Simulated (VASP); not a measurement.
# CsMo4Pb: single point with PBE

Crystal: CsMo4Pb.

```xyz
6
Lattice="0.0000 3.9593 3.9593 3.9593 0.0000 3.9593 3.9593 3.9593 0.0000" Properties=species:S:1:pos:R:3 pbc="T T T"
Cs    0.0000    0.0000    0.0000
Mo    4.9801    2.9384    4.9801
Mo    4.9801    4.9801    2.9384
Mo    2.9384    2.9384    2.9384
Mo    2.9384    4.9801    4.9801
Pb    5.9389    5.9389    5.9389
```

```yaml
Program: VASP 6.6.1
Task: single point
Functional: PBE
Potentials_or_basis: VASP PAW PBE potentials, release 64 (Cs_sv, Mo_sv, Pb_d)
Cutoff: 520 eV
k_mesh: 8 × 8 × 8
Occupations: gaussian, width 0.1 eV
Spin: no spin polarisation
```

The pressure is 0.5 GPa and the largest force is 0.017 eV/Å. The band gap on the k mesh is zero (an odd number of electrons rules out a gap without spin polarisation).

Forces on the atoms (eV/Å):
```
Cs   0.000  0.000  0.000
Mo  -0.010  0.010 -0.010
Mo  -0.010 -0.010  0.010
Mo   0.010  0.010  0.010
Mo   0.010 -0.010 -0.010
Pb   0.000  0.000  0.000
```

Levels at points of the mesh, in eV from the Fermi level:
```csv
k point,band 37,band 38,band 39,band 40,band 41,band 42,band 43,band 44
"(0.00, 0.00, 0.00)",0.79,0.79,0.79,1.12,1.12,1.12,1.37,1.41
"(0.50, 0.00, 0.00)",-0.88,-0.88,-0.83,-0.12,-0.12,0.80,0.95,1.14
"(0.50, 0.50, 0.00)",-0.89,-0.80,-0.65,-0.65,-0.27,0.28,0.28,0.44
```

Run time: 3.1 min on 1 thread of AMD EPYC 9R45 96-Core Processor (Zen 5) (shared host), peak memory 0.31 GiB.

Caveat: spin-orbit coupling is left out, which moves the levels of the heavy elements.
